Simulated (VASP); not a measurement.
Input of a VASP 6.6.1 run:

The input INCAR:

```
  PREC = Accurate
  ENCUT = 520
  EDIFF = 1E-7
  ISMEAR = 0
  SIGMA = 0.1
  LREAL = False
  LASPH = True
  NELM = 80
  ALGO = Normal
  ISIF = 2
  LWAVE = False
  LCHARG = False
  GGA = PE
  NBANDS = 22
```

Contents of KPOINTS:

```
regular mesh
0
Gamma
  6 6 6
```

File POSCAR:

```
NaI
1.0
   -2.2145135000      2.2145135000      8.3637720000
    2.2145135000     -2.2145135000      8.3637720000
    2.2145135000      2.2145135000     -8.3637720000
Na I
2 2
Direct
    0.2830000000      1.6730000000      0.8320000000
    0.5330000000      1.4230000000      0.3320000000
    0.7830000000      1.1730000000      0.8320000000
    0.0330000000      0.9230000000      0.3320000000
```

Potentials or basis: VASP PAW PBE potentials, release 64 (Na_pv, I).

Command:

```sh
$ cat potpaw_PBE.64/Na_pv/POTCAR potpaw_PBE.64/I/POTCAR > POTCAR
$ mpirun -np 1 vasp_std > vasp.out
```

Q: Estimate the pressure.

A: 0.1 GPa.

Q: What does it give for the band gap on the k mesh?

A: 3.09 eV, indirect (least direct gap 3.13 eV).

Caveat: spin-orbit coupling is left out, which moves the levels of the heavy elements. A k mesh can miss the band edges.
